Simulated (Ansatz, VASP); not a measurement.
# Two plane-wave programs on AlRu

File POSCAR:

```
AlRu
1.0
    3.0502737196      0.0000000000      0.0000000000
    0.0000000000      3.0502737196      0.0000000000
    0.0000000000      0.0000000000      3.0502737196
Ru Al
1 1
Direct
    0.5000000000      0.5000000000      0.5000000000
    0.0000000000      0.0000000000      0.0000000000
```

Contents of INCAR.step1:

```
SYSTEM = AlRu
ALGO = Normal ; EDIFF = 1E-5
ENCUT = 520 ; GGA = PE
ISIF = 2 ; ISMEAR = -1
LASPH = .True. ; LREAL = .False.
LWAVE = .True. ; NBANDS = 16
NELM = 60 ; PREC = Accurate
SIGMA = 0.05
```

The input INCAR.step2:

```
SYSTEM = AlRu
AEXX = 0.25 ; ALGO = Normal
EDIFF = 1E-7 ; ENCUT = 520
GGA = PE ; ISIF = 2
ISMEAR = -1 ; ISTART = 1
LASPH = .True. ; LCHARG = .True.
LELF = .True. ; LHFCALC = .True.
LREAL = .False. ; LVHAR = .True.
LWAVE = .False. ; NBANDS = 16
NELM = 60 ; PREC = Accurate
PRECFOCK = Normal ; SIGMA = 0.05
```

File KPOINTS:

```
k-points
0
Gamma
  4 4 4
  0 0 0
```

Contents of input.yaml:

```yaml
crystal:
  lattice:
    - [3.0502737196, 0.0, 0.0]
    - [0.0, 3.0502737196, 0.0]
    - [0.0, 0.0, 3.0502737196]
  atoms:
    - { symbol: Ru, position: [0.5, 0.5, 0.5] }
    - { symbol: Al, position: [0.0, 0.0, 0.0] }
hamiltonian:
  xc: pbe0
  pseudopotentials: { kind: paw }
kpoints:
  mp_grid: { grid: [4, 4, 4] }
scf:
  occupations: { method: fermi_dirac, width: 0.05 }
output:
  forces: true
  stress: true
  eigenvalues: true
```

Alike in both runs: task single point; functional PBE0; k mesh 4 × 4 × 4; occupations fermi-dirac, width 0.05 eV; no spin polarisation.

|  | VASP | Ansatz |
| --- | --- | --- |
| version | VASP 6.6.1 | Ansatz 0.2.0 |
| potentials or method | VASP PAW PBE potentials, release 64 (Ru_pv, Al) | Ansatz PAW |
| plane-wave cutoff (eV) | 520 | 420 |
| valence electrons in the cell | 17 | 19 |

```csv
,VASP,Ansatz,Ansatz less VASP
gap on the k mesh at the Fermi level (eV),none,none,-
pressure (GPa),-17.5,-17.5,+0.07
```

A gap of «none» marks a metal or a gap that the smearing closes. The functional is the same, so the differences come from potentials, cutoffs and numerics. VASP's potentials hold 17 valence electrons a cell and Ansatz's 19, so a difference there can come from the potentials and not from the codes.

The k mesh is coarse, so the values compare programs but aren't converged.
